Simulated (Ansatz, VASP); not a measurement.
**ZrAl5N6 in VASP and in Ansatz**

```
Zr Al N
1.0
     2.91257    0.00000    0.00000
    -1.45629    2.52236    0.00000
     0.00000    0.00000   15.54963
Zr Al N
1 5 6
Direct
  0.33333 0.66667 0.50000
  0.33333 0.66667 0.83659
  0.33333 0.66667 0.16341
  0.66667 0.33333 0.00000
  0.66667 0.33333 0.32673
  0.66667 0.33333 0.67327
  0.00000 0.00000 0.75551
  0.00000 0.00000 0.08157
  0.00000 0.00000 0.40438
  0.00000 0.00000 0.91843
  0.00000 0.00000 0.24449
  0.00000 0.00000 0.59562
```

Alike in both runs: functional PBE; k mesh 12 × 12 × 4; occupations gaussian, width 0.1 eV; no spin polarisation.

Ansatz relaxed the structure, and its values are those at the end. VASP's run is a single point on that final structure, the one shown.

|  | VASP | Ansatz |
| --- | --- | --- |
| version | VASP 6.6.1 | Ansatz 0.2.0 |
| potentials or method | VASP PAW PBE potentials, release 64 (Zr_sv, Al, N), cutoff 520 eV | scalar-relativistic, plane waves, PAW |
| valence electrons in the cell | 57 | 57 |

```tsv
	VASP	Ansatz	Ansatz less VASP
gap on the k mesh at the Fermi level (eV)	none	none	-
pressure (GPa)	-0.1	0.0	+0.09
rms of the force components (eV/Å)	0.006	0.001	-0.0049
```

A gap of «none» marks a metal or a gap that the smearing closes.
